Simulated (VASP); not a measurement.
# La (P6_3/mmc) in VASP: further runs

The runs below take La through relaxation of cell and atoms, with PBE.

Program: VASP 6.6.1. These are calculated values, not measurements. Logs are shortened: lines on timing, memory, paths and dates and some standing lists are left out, and cuts for length are marked.

### 1 The cell of the first run

It takes space group P6_3/mmc (No. 194, hexagonal). Conventional cell: a = 3.570 Å, b = 3.570 Å, c = 5.864 Å, α = 90.00°, β = 90.00°, γ = 120.00°. La (site symmetry -6m2) has 12 La at 3.57 to 3.58 Å within 4.7 Å.

### 2 Relaxation of cell and atoms, PBE, target pressure 4.4 GPa, at which the enthalpy is minimised

File INCAR:

```
SYSTEM = La
PREC = Accurate ; ENCUT = 600
EDIFF = 1E-7 ; ISMEAR = -1
SIGMA = 0.05 ; LREAL = .FALSE.
LASPH = .TRUE. ; NELM = 80
ALGO = Normal ; ISIF = 3
LWAVE = .FALSE. ; LCHARG = .FALSE.
GGA = PE ; IBRION = 2
NSW = 32 ; EDIFFG = -0.005
PSTRESS = 44.0
```

File KPOINTS:

```
Automatic mesh
0
G
  12 12 7
  0 0 0
```

File POSCAR:

```
La
1.0
    3.5697834508      0.0000000000      0.0000000000
   -1.7848917254      3.0915231544      0.0000000000
    0.0000000000      0.0000000000      5.8643846327
La
2
Direct
    0.3333333333      0.6666666667      0.2500000000
    0.6666666667      0.3333333333      0.7500000000
```

Potentials or basis: VASP PAW PBE potentials, release 64 (La).

Launch:

```bash
$ cat potpaw_PBE.64/La/POTCAR > POTCAR
$ mpirun -np 1 vasp_std > vasp.out
```

OUTCAR:

```text
SYSTEM = La
   PREC = Accurate
   ENCUT = 600
   EDIFF = 1E-7
   ISMEAR = -1
   LREAL = .FALSE.
   LASPH = .TRUE.
   NELM = 80
   ISIF = 3
   GGA = PE
   IBRION = 2
   NSW = 32
   EDIFFG = -0.005
   PSTRESS = 44.0

 ion  position               nearest neighbor table
   1  0.333  0.667  0.250-   2 3.58   2 3.58   2 3.58   2 3.58   2 3.58   2 3.58
   2  0.667  0.333  0.750-   1 3.58   1 3.58   1 3.58   1 3.58   1 3.58   1 3.58

  LATTYP: Found a hexagonal cell.
 ALAT       =     3.5697834508
 C/A-ratio  =     1.6427844191

  Lattice vectors:

 A1 = (   3.5697834508,   0.0000000000,   0.0000000000)
 A2 = (  -1.7848917254,   3.0915231544,   0.0000000000)
 A3 = (   0.0000000000,   0.0000000000,   5.8643846327)

Analysis of symmetry for initial positions (statically):
=====================================================================
 Subroutine PRICEL returns:
 Original cell was already a primitive cell.

 Routine SETGRP: Setting up the symmetry group for a
 hexagonal supercell.

 Subroutine GETGRP returns: Found 24 space group operations
 (whereof 12 operations were pure point group operations)
 out of a pool of 24 trial point group operations.

The static configuration has the point symmetry D_3d.
 The point group associated with its full space group is D_6h.

Analysis of symmetry for dynamics (positions and initial velocities):
=====================================================================
 Subroutine PRICEL returns:
 Original cell was already a primitive cell.

 Routine SETGRP: Setting up the symmetry group for a
 hexagonal supercell.

 Subroutine GETGRP returns: Found 24 space group operations
 (whereof 12 operations were pure point group operations)
 out of a pool of 24 trial point group operations.

The dynamic configuration has the point symmetry D_3d.
 The point group associated with its full space group is D_6h.

 Subroutine INISYM returns: Found 24 space group operations
 (whereof 12 operations are pure point group operations),
 and found     1 'primitive' translations

----------------------------------------------------------------------------------------

                                     Primitive cell

[... 150 lines left out ...]

 VOLUME and BASIS-vectors are now :
 -----------------------------------------------------------------------------
  energy-cutoff  :      600.00
  volume of cell :       64.72
      direct lattice vectors                 reciprocal lattice vectors
     3.569783451  0.000000000  0.000000000     0.280129037  0.161732575  0.000000000
    -1.784891725  3.091523154  0.000000000     0.000000000  0.323465150  0.000000000
     0.000000000  0.000000000  5.864384633     0.000000000  0.000000000  0.170520875

 POSITION                                       TOTAL-FORCE (eV/Angst)
 -----------------------------------------------------------------------------------
     -0.00000      2.06102      1.46610        -0.000000      0.000000      0.000000
      1.78489      1.03051      4.39829         0.000000     -0.000000      0.000000
 -----------------------------------------------------------------------------------
    total drift:                               -0.000000      0.000000     -0.000000

  FREE ENERGIE OF THE ION-ELECTRON SYSTEM (eV)
  ---------------------------------------------------
  free  energy   TOTEN  =        -9.5891485990 eV

  energy  without entropy=       -9.5620988965  energy(sigma->0) =       -9.57562375

  enthalpy is  TOTEN    =        -7.8117742156 eV   P V=        1.7773743833

--------------------------------------- Ionic step        2  -------------------------------------------

 number of electron      21.9999999 magnetization

 Free energy of the ion-electron system (eV)
  ---------------------------------------------------
  ext. energy  EPLUGINS =         0.00000000
  ---------------------------------------------------
  free energy    TOTEN  =        -9.59612601 eV

  energy without entropy =       -9.56889501  energy(sigma->0) =       -9.58251051

 E-fermi :   9.2048     XC(G=0): -10.1185

 val. band max:        9.1964871503   @ k =   0.1667   0.0833   0.0000
 cond. band min:       9.2144344755   @ k =   0.0833   0.0833   0.4286
 fundamental gap:      0.0179473252
 Fermi energy:         9.2047592965

 k-point     1 :       0.0000    0.0000    0.0000
  band No.  band energies     occupation
      1     -23.5043      2.00000
      2     -23.1828      2.00000
      3      -8.1719      2.00000
      4      -6.4217      2.00000
      5      -6.4217      2.00000
      6      -6.1832      2.00000
      7      -6.1757      2.00000
      8      -6.1757      2.00000
      9       6.2138      2.00000
     10       7.3430      2.00000
     11      10.2876      0.00000
     12      10.6495      0.00000
     13      10.6495      0.00000
     14      10.9105      0.00000
[... 401 lines left out ...]
      2     -23.0923      2.00000
      3      -7.7919      2.00000
      4      -7.4892      2.00000
      5      -7.3480      2.00000
      6      -6.7618      2.00000
      7      -6.4574      2.00000
      8      -6.3905      2.00000
      9       7.5752      2.00000
     10       7.8830      2.00000
     11       8.8843      1.99671
     12       9.5706      0.00133
     13      10.6235      0.00000
     14      10.8048      0.00000
     15      10.9772      0.00000

 [... further k-points ...]
[... 5 lines left out ...]
  --------------------------------------------------------------------------------------
  -------------------------------------------------------------------------------------
  Total        1.7816271      1.7816271      1.7840753      0.0000000      0.0000000     -0.0000000
  in kB       43.9353091     43.9353091     43.9956830      0.0000000      0.0000000     -0.0000000
  external PRESSURE =      -0.0445663 kB  Pullay stress =      44.0000000 kB

 VOLUME and BASIS-vectors are now :
 -----------------------------------------------------------------------------
  energy-cutoff  :      600.00
  volume of cell :       64.97
      direct lattice vectors                 reciprocal lattice vectors
     3.573918840  0.000000000 -0.000000000     0.279804899  0.161545434  0.000000000
    -1.786959420  3.095104506  0.000000000     0.000000000  0.323090868  0.000000000
    -0.000000000 -0.000000000  5.873455716     0.000000000  0.000000000  0.170257519

 POSITION                                       TOTAL-FORCE (eV/Angst)
 -----------------------------------------------------------------------------------
     -0.00000      2.06340      1.46836         0.000000     -0.000000      0.000000
      1.78696      1.03170      4.40509        -0.000000      0.000000      0.000000
 -----------------------------------------------------------------------------------
    total drift:                               -0.000000      0.000000     -0.000000

  FREE ENERGIE OF THE ION-ELECTRON SYSTEM (eV)
  ---------------------------------------------------
  free  energy   TOTEN  =        -9.5961260076 eV

  energy  without entropy=       -9.5688950091  energy(sigma->0) =       -9.58251051

  enthalpy is  TOTEN    =        -7.8118756344 eV   P V=        1.7842503732

 reached required accuracy - stopping structural energy minimisation
```

OSZICAR:

```text
N       E                     dE             d eps       ncg     rms          rms(c)
DAV:   1     0.254809884355E+03    0.25481E+03   -0.89459E+03  2280   0.236E+03
DAV:   2     0.307216416619E+02   -0.22409E+03   -0.22239E+03  3464   0.365E+02
DAV:   3    -0.507263059610E+01   -0.35794E+02   -0.35367E+02  3936   0.165E+02
[... 18 lines left out ...]
DAV:   5    -0.959612856521E+01   -0.59389E-06   -0.22066E-05  4416   0.431E-02    0.778E-03
DAV:   6    -0.959612644023E+01    0.21250E-05   -0.55022E-06  4528   0.263E-02    0.230E-03
DAV:   7    -0.959612615978E+01    0.28045E-06   -0.37103E-07  2856   0.756E-03    0.976E-04
DAV:   8    -0.959612602098E+01    0.13880E-06   -0.37612E-08  2575   0.507E-03    0.255E-04
DAV:   9    -0.959612600764E+01    0.13338E-07   -0.16172E-08  2484   0.318E-03
   2 F= -.78118756E+01 E0= -.77982601E+01  d E =-.101419E-03
```

CONTCAR:

```text
La
   1.00000000000000
     3.5739188399507897    0.0000000000000000   -0.0000000000000000
    -1.7869594199753949    3.0951045064589326    0.0000000000000000
    -0.0000000000000000   -0.0000000000000000    5.8734557164851315
  La
     2
Direct
     0.3333333332999970    0.6666666667000030    0.2500000000000000
     0.6666666667000030    0.3333333332999970    0.7500000000000000

  0.00000000E+00  0.00000000E+00  0.00000000E+00
  0.00000000E+00  0.00000000E+00  0.00000000E+00
```

Wall time 2.6 min (1 thread of AMD EPYC 7R13 (Zen 3), shared host); peak memory 0.24 GiB.

What came out:

| Item | Value |
| --- | --- |
| Free energy | -9.5961 eV |
| Relaxed volume | 32.49 Å³/atom |
| Relaxed cell | a = 3.574 Å, b = 3.574 Å, c = 5.873 Å, α = 90.00°, β = 90.00°, γ = 120.00° |
| Space group after relaxing (to 0.1 Å) | P6_3/mmc (No. 194) |
| Energy change on relaxing (the run minimises the enthalpy) | -3.5 meV/atom |
| Ionic steps | 2 |
| Pressure after relaxing | 4.4 GPa |
| Band gap on the k mesh | zero (bands 11 and 12 overlap by 1.53 eV) |

The path:
```csv
step,energy change (eV),largest force (eV/Å),pressure (GPa),volume (Å³)
1,0.0000,0.0000,4.53,64.72
2,-0.0070,0.0000,4.40,64.97
```

Final structure:
```xyz
2
Lattice="3.5739 0.0000 0.0000 -1.7870 3.0951 0.0000 0.0000 0.0000 5.8735" Properties=species:S:1:pos:R:3 pbc="T T T"
La    0.0000    2.0634    1.4684
La    1.7870    1.0317    4.4051
```

Caveat: the cell is relaxed towards a set pressure, so the run minimises the enthalpy, not the energy; spin-orbit coupling is left out, which moves the levels of the heavy elements.

[end of part 1 of 2]
